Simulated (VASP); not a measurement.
# TiB2 (P6/mmm) in VASP: notebook

TiB2 is run at these levels: PBE; tasks: relaxation of shape and atoms at fixed volume.

All numbers are computed with VASP 6.6.1; they aren't measurements. Logs are shortened: lines on timing, memory, paths and dates and some standing lists are left out, and cuts for length are marked.

**1. The cell of the first run**

The structure is hexagonal, space group P6/mmm (No. 191). The conventional cell has a = 3.121 Å, b = 3.121 Å, c = 3.346 Å, α = 90.00°, β = 90.00°, γ = 120.00°. Ti (site symmetry 6/mmm) has 12 B at 2.46 Å and 6 Ti at 3.12 Å within 3.2 Å. Within 2.5 Å of B (site symmetry -6m2) lie 3 B at 1.80 Å and 6 Ti at 2.46 Å.

**2. Relaxation of shape and atoms at fixed volume, PBE (9.41 Å³/atom)**

INCAR

```
SYSTEM = TiB2
ALGO = Normal
EDIFF = 1E-6
EDIFFG = -0.01
ENCUT = 600
GGA = PE
IBRION = 2
ISIF = 4
ISMEAR = 0
LASPH = .TRUE.
LCHARG = .FALSE.
LREAL = .FALSE.
LWAVE = .FALSE.
NELM = 60
NSW = 50
PREC = Accurate
SIGMA = 0.1
```

KPOINTS

```
k-points
0
G
  18 18 14
  0 0 0
```

POSCAR

```
TiB2
1.0
    3.1212468066      0.0000000000      0.0000000000
   -1.5606234033      2.7030790260      0.0000000000
    0.0000000000      0.0000000000      3.3463006557
Ti B
1 2
Direct
    0.0000000000      0.0000000000      0.0000000000
    0.3333333333      0.6666666667      0.5000000000
    0.6666666667      0.3333333333      0.5000000000
```

Potentials or basis: VASP PAW PBE potentials, release 64 (Ti_sv, B).

Launch:

```sh
> cat potpaw_PBE.64/Ti_sv/POTCAR potpaw_PBE.64/B/POTCAR > POTCAR
> mpirun -np 1 vasp_std > vasp.out
```

OUTCAR:

```text
SYSTEM = TiB2
   EDIFF = 1E-6
   EDIFFG = -0.01
   ENCUT = 600
   GGA = PE
   IBRION = 2
   ISIF = 4
   ISMEAR = 0
   LASPH = .TRUE.
   LREAL = .FALSE.
   NELM = 60
   NSW = 50
   PREC = Accurate

 ion  position               nearest neighbor table
   1  0.000  0.000  0.000-   2 2.46   3 2.46   2 2.46   3 2.46   3 2.46   3 2.46   2 2.46   2 2.46
                             3 2.46   3 2.46   2 2.46   2 2.46
   2  0.333  0.667  0.500-   3 1.80   3 1.80   3 1.80   1 2.46   1 2.46   1 2.46   1 2.46   1 2.46
                             1 2.46
   3  0.667  0.333  0.500-   2 1.80   2 1.80   2 1.80   1 2.46   1 2.46   1 2.46   1 2.46   1 2.46
                             1 2.46

  LATTYP: Found a hexagonal cell.
 ALAT       =     3.1212468066
 C/A-ratio  =     1.0721038300

  Lattice vectors:

 A1 = (   3.1212468066,   0.0000000000,   0.0000000000)
 A2 = (  -1.5606234033,   2.7030790260,   0.0000000000)
 A3 = (   0.0000000000,   0.0000000000,   3.3463006557)

Analysis of symmetry for initial positions (statically):
=====================================================================
 Subroutine PRICEL returns:
 Original cell was already a primitive cell.

 Routine SETGRP: Setting up the symmetry group for a
 hexagonal supercell.

 Subroutine GETGRP returns: Found 24 space group operations
 (whereof 24 operations were pure point group operations)
 out of a pool of 24 trial point group operations.

The static configuration has the point symmetry D_6h.

Analysis of symmetry for dynamics (positions and initial velocities):
=====================================================================
 Subroutine PRICEL returns:
 Original cell was already a primitive cell.

 Routine SETGRP: Setting up the symmetry group for a
 hexagonal supercell.

 Subroutine GETGRP returns: Found 24 space group operations
 (whereof 24 operations were pure point group operations)
 out of a pool of 24 trial point group operations.

The dynamic configuration has the point symmetry D_6h.

 Subroutine INISYM returns: Found 24 space group operations
 (whereof 24 operations are pure point group operations),
 and found     1 'primitive' translations

----------------------------------------------------------------------------------------

                                     Primitive cell

  volume of cell :      28.2327

  direct lattice vectors                    reciprocal lattice vectors
     3.121246807  0.000000000  0.000000000     0.320384789  0.184974244  0.000000000
    -1.560623403  2.703079026  0.000000000     0.000000000  0.369948489  0.000000000
     0.000000000  0.000000000  3.346300656     0.000000000  0.000000000  0.298837463

  length of vectors
     3.121246807  3.121246807  3.346300656     0.369948489  0.369948489  0.298837463

  position of ions in fractional coordinates (direct lattice)
     0.000000000  0.000000000  0.000000000
     0.333333333  0.666666667  0.500000000
     0.666666667  0.333333333  0.500000000

  ion indices of the primitive-cell ions
   primitive index   ion index
                 1           1
                 2           2
                 3           3

----------------------------------------------------------------------------------------

 KPOINTS: k-points

Automatic generation of k-mesh.
 Grid dimensions read from file:
 generate k-points for:   18   18   14

 Generating k-lattice:

  Cartesian coordinates                     Fractional coordinates (reciprocal lattice)
     0.017799155  0.010276347  0.000000000     0.055555556  0.000000000  0.000000000
     0.000000000  0.020552694  0.000000000     0.000000000  0.055555556  0.000000000
     0.000000000  0.000000000  0.021345533     0.000000000  0.000000000  0.071428571

  Length of vectors
     0.020552694  0.020552694  0.021345533

  Shift w.r.t. Gamma in fractional coordinates (k-lattice)
     0.000000000  0.000000000  0.000000000

 Subroutine IBZKPT returns following result:
 ===========================================

 Found    296 irreducible k-points:

 Following reciprocal coordinates:
            Coordinates               Weight
  0.000000  0.000000  0.000000      1.000000
  0.055556 -0.000000  0.000000      6.000000
  0.111111 -0.000000  0.000000      6.000000
  0.166667  0.000000  0.000000      6.000000
  0.222222  0.000000  0.000000      6.000000
  0.277778  0.000000  0.000000      6.000000
[... 16 lines left out ...]
  0.333333  0.111111  0.000000     12.000000
  0.388889  0.111111  0.000000     12.000000
 [... further k-points ...]
   k-points           NKPTS =    296   k-points in BZ     NKDIM =    296   number of bands    NBANDS=     13
   number of dos      NEDOS =    301   number of ions     NIONS =      3
   total plane-waves  NPLWV =  21952
   dimension x,y,z NGX =    28 NGY =   28 NGZ =   28
   dimension x,y,z NGXF=    56 NGYF=   56 NGZF=   56
   ions per type =               1   2
   NGX,Y,Z   is equivalent  to a cutoff of  14.91, 14.91, 13.91 a.u.
   NGXF,Y,Z  is equivalent  to a cutoff of  29.83, 29.83, 27.82 a.u.
 SYSTEM =  TiB2
   PREC   = accura    normal or accurate (medium, high low for compatibility)
   ISTART =      0    job   : 0-new  1-cont  2-samecut
   ICHARG =      2    charge: 1-file 2-atom 10-const
   ISPIN  =      1    spin polarized calculation?
   LNONCOLLINEAR =      F non collinear calculations
   LSORBIT =      F    spin-orbit coupling
   LASPH  =      T    aspherical Exc in radial PAW
   ENCUT  =  600.0 eV  44.10 Ry    6.64 a.u.   6.23  6.23  6.68*2*pi/ulx,y,z
   NELM   =     60;   NELMIN=  2; NELMDL= -5     # of ELM steps
   EDIFF  = 0.1E-05   stopping-criterion for ELM
   LREAL  =      F    real-space projection
   EDIFFG = -.1E-01   stopping-criterion for IOM
   NSW    =     50    number of steps for IOM
   IBRION =      2    ionic relax: 0-MD 1-quasi-New 2-CG
   NFREE  =      1    steps in history (QN), initial steepest desc. (CG)
   ISIF   =      4    stress and relaxation
   ISYM   =      2    0-nonsym 1-usesym 2-fastsym
   POTIM  = 0.5000    time-step for ionic-motion
   TEBEG  =    0.0;   TEEND  =   0.0 temperature during run
   PSTRESS=    0.0 pullay stress
   NELECT =      18.0000    total number of electrons
   NUPDOWN=      -1.0000    fix difference up-down
   EMIN   =  10.00;   EMAX   =-10.00  energy-range for DOS
   EFERMI =   0.00;   METHOD = LEGACY
   ISMEAR =     0;   SIGMA  =   0.10  broadening in eV -4-tet -1-fermi 0-gaus
   EFERMI_NEDOS =   21; number of points for ismear=-14 and -15
   IALGO  =     38    algorithm
   IMIX   =      4    mixing-type and parameters
     AMIX     =   0.40;   BMIX     =  1.00
     AMIX_MAG =   1.60;   BMIX_MAG =  1.00
  volume/ion in A,a.u.               =       9.41        63.51
  Fermi-wavevector in a.u.,A,eV,Ry     =   1.409013  2.662649 27.011894  1.985318
  Thomas-Fermi vector in A             =   2.531112
   LORBIT       =      0    0 simple, 1 ext, 2 COOP (PROOUT), +10 PAW based schemes
   GGA     = PE    functional components
   LHFCALC =     F    Hartree Fock is set to
   AEXX    =    0.0000 exact exchange contribution
   IVDW    =     0    specifies the selected vdW correction
   LEPSILON=     F    determine dielectric tensor
   LRPA    =     F    only Hartree local field effects (RPA)
 conjugate gradient relaxation of ions
 non-spin polarized calculation
 Gauss-broadening in eV      SIGMA  =   0.10
  energy-cutoff  :      600.00
  volume of cell :       28.23
 maximum number of plane-waves:       962
 NGX is ok and might be reduce to    28
   NGX = 13   NGY = 13   NGZ = 13

--------------------------------------- Ionic step        1  -------------------------------------------

 number of electron      18.0000000 magnetization

 Free energy of the ion-electron system (eV)
  ---------------------------------------------------
  ext. energy  EPLUGINS =         0.00000000
  ---------------------------------------------------
  free energy    TOTEN  =       -24.26479074 eV

  energy without entropy =      -24.26288818  energy(sigma->0) =      -24.26383946

------------------------ aborting loop because EDIFF is reached ----------------------------------------

  FORCE on cell =-STRESS in cart. coord.  units (eV):
  Direction    XX          YY          ZZ          XY          YZ          ZX
  --------------------------------------------------------------------------------------
  -------------------------------------------------------------------------------------
  Total       -3.6059116     -3.6059116     -3.2669070      0.0000000      0.0000000      0.0000000
  in kB     -204.6321377   -204.6321377   -185.3939457      0.0000000      0.0000000      0.0000000
  external PRESSURE =    -198.2194070 kB  Pullay stress =       0.0000000 kB

 VOLUME and BASIS-vectors are now :
 -----------------------------------------------------------------------------
  energy-cutoff  :      600.00
  volume of cell :       28.23
      direct lattice vectors                 reciprocal lattice vectors
     3.121246807  0.000000000  0.000000000     0.320384789  0.184974244  0.000000000
    -1.560623403  2.703079026  0.000000000     0.000000000  0.369948489  0.000000000
     0.000000000  0.000000000  3.346300656     0.000000000  0.000000000  0.298837463

 POSITION                                       TOTAL-FORCE (eV/Angst)
 -----------------------------------------------------------------------------------
      0.00000      0.00000      0.00000        -0.000000      0.000000     -0.000000
     -0.00000      1.80205      1.67315         0.000000     -0.000000     -0.000000
      1.56062      0.90103      1.67315        -0.000000      0.000000      0.000000
 -----------------------------------------------------------------------------------
    total drift:                               -0.000000      0.000000      0.000000

  FREE ENERGIE OF THE ION-ELECTRON SYSTEM (eV)
  ---------------------------------------------------
  free  energy   TOTEN  =       -24.2647907423 eV

  energy  without entropy=      -24.2628881833  energy(sigma->0) =      -24.26383946

--------------------------------------- Ionic step        2  -------------------------------------------

 number of electron      18.0000000 magnetization

 Free energy of the ion-electron system (eV)
  ---------------------------------------------------
  ext. energy  EPLUGINS =         0.00000000
  ---------------------------------------------------
  free energy    TOTEN  =       -24.26543948 eV

  energy without entropy =      -24.26355414  energy(sigma->0) =      -24.26449681

 E-fermi :   9.0157     XC(G=0): -12.3117

 val. band max:        9.0114370465   @ k =   0.0556   0.0556   0.5000
 cond. band min:       9.0411078548   @ k =   0.2222   0.2222   0.0000
 fundamental gap:      0.0296708083
 Fermi energy:         9.0157275634

 k-point     1 :       0.0000    0.0000    0.0000
  band No.  band energies     occupation
      1     -48.2250      2.00000
      2     -24.5632      2.00000
      3     -24.2882      2.00000
      4     -24.2882      2.00000
      5      -4.0032      2.00000
      6       6.5834      2.00000
      7       6.6428      2.00000
      8       6.6428      2.00000
      9       7.0493      2.00000
     10      10.5948      0.00000
     11      10.5948      0.00000
     12      12.1357      0.00000
     13      12.1357      0.00000

 k-point     2 :       0.0556   -0.0000    0.0000
  band No.  band energies     occupation
      1     -48.2239      2.00000
      2     -24.5617      2.00000
      3     -24.2972      2.00000
      4     -24.2903      2.00000
      5      -3.9476      2.00000
      6       6.4681      2.00000
      7       6.5477      2.00000
      8       6.6284      2.00000
      9       7.0792      2.00000
     10      10.5793      0.00000
     11      10.6837      0.00000
[... 339 lines left out ...]
 k-point    24 :       0.3889    0.1111    0.0000
  band No.  band energies     occupation
      1     -48.1880      2.00000
      2     -24.5622      2.00000
      3     -24.5147      2.00000
      4     -24.3759      2.00000
      5      -0.6222      2.00000
      6       0.9759      2.00000
      7       4.7680      2.00000
      8       6.1047      2.00000
      9       7.9662      2.00000
     10       9.3535      0.00000
     11      10.9842      0.00000
     12      11.6604      0.00000
     13      12.9660      0.00000

 [... further k-points ...]

------------------------ aborting loop because EDIFF is reached ----------------------------------------

  FORCE on cell =-STRESS in cart. coord.  units (eV):
  Direction    XX          YY          ZZ          XY          YZ          ZX
  --------------------------------------------------------------------------------------
  -------------------------------------------------------------------------------------
  Total       -3.4681318     -3.4681318     -3.4564567      0.0000000      0.0000000     -0.0000000
  in kB     -196.8132613   -196.8132613   -196.1507144      0.0000000      0.0000000     -0.0000000
  external PRESSURE =    -196.5924123 kB  Pullay stress =       0.0000000 kB

 VOLUME and BASIS-vectors are now :
 -----------------------------------------------------------------------------
  energy-cutoff  :      600.00
  volume of cell :       28.23
      direct lattice vectors                 reciprocal lattice vectors
     3.115585264  0.000000000  0.000000000     0.320966982  0.185310374 -0.000000000
    -1.557792632  2.698175986 -0.000000000     0.000000000  0.370620747 -0.000000000
     0.000000000  0.000000000  3.358473288     0.000000000  0.000000000  0.297754341

 POSITION                                       TOTAL-FORCE (eV/Angst)
 -----------------------------------------------------------------------------------
      3.11559      0.00000      3.35847        -0.000000      0.000000     -0.000000
     -0.00000      1.79878      1.67924         0.000000      0.000000     -0.000000
      1.55779      0.89939      1.67924         0.000000     -0.000000      0.000000
 -----------------------------------------------------------------------------------
    total drift:                                0.000000      0.000000      0.000000

  FREE ENERGIE OF THE ION-ELECTRON SYSTEM (eV)
  ---------------------------------------------------
  free  energy   TOTEN  =       -24.2654394785 eV

  energy  without entropy=      -24.2635541351  energy(sigma->0) =      -24.26449681

 reached required accuracy - stopping structural energy minimisation
```

Run time: 5.1 min. Hardware: 1 thread of Intel Xeon 8259CL, shared host; peak memory 0.28 GiB.

What came out:

| Property | Result |
| --- | --- |
| Free energy | -24.2654 eV |
| Energy gained by relaxing | 0.2 meV/atom |
| Ionic steps | 2 |
| Pressure after relaxing | -19.7 GPa |
| Band gap on the k mesh | zero (bands 9 and 10 overlap by 0.64 eV) |

The path:
```csv
step,energy change (eV),largest force (eV/Å),pressure (GPa),volume (Å³)
1,0.0000,0.0000,-19.82,28.23
2,-0.0006,0.0000,-19.66,28.23
```

Final structure:
```xyz
3
Lattice="3.1156 0.0000 0.0000 -1.5578 2.6982 0.0000 0.0000 0.0000 3.3585" Properties=species:S:1:pos:R:3 pbc="T T T"
Ti    3.1156    0.0000    3.3585
B     0.0000    1.7988    1.6792
B     1.5578    0.8994    1.6792
```

Levels at points of the mesh, in eV from the Fermi level:
| k point | band 5 | band 6 | band 7 | band 8 | band 9 | band 10 | band 11 | band 12 | band 13 |
| --- | --- | --- | --- | --- | --- | --- | --- | --- | --- |
| (0.00, 0.00, 0.00) | -13.02 | -2.43 | -2.37 | -2.37 | -1.97 | 1.58 | 1.58 | 3.12 | 3.12 |
| (0.50, 0.00, 0.00) | -9.06 | -8.93 | -3.13 | -3.05 | -2.06 | 1.09 | 2.37 | 2.75 | 3.01 |
| (0.00, 0.00, 0.50) | -11.39 | -7.26 | -0.55 | -0.55 | -0.15 | -0.15 | 0.34 | 0.34 | 1.25 |
| (0.50, 0.00, 0.50) | -9.37 | -7.38 | -4.30 | -3.53 | -3.11 | 2.02 | 2.51 | 3.70 | 3.92 |

[end of part 1 of 2]
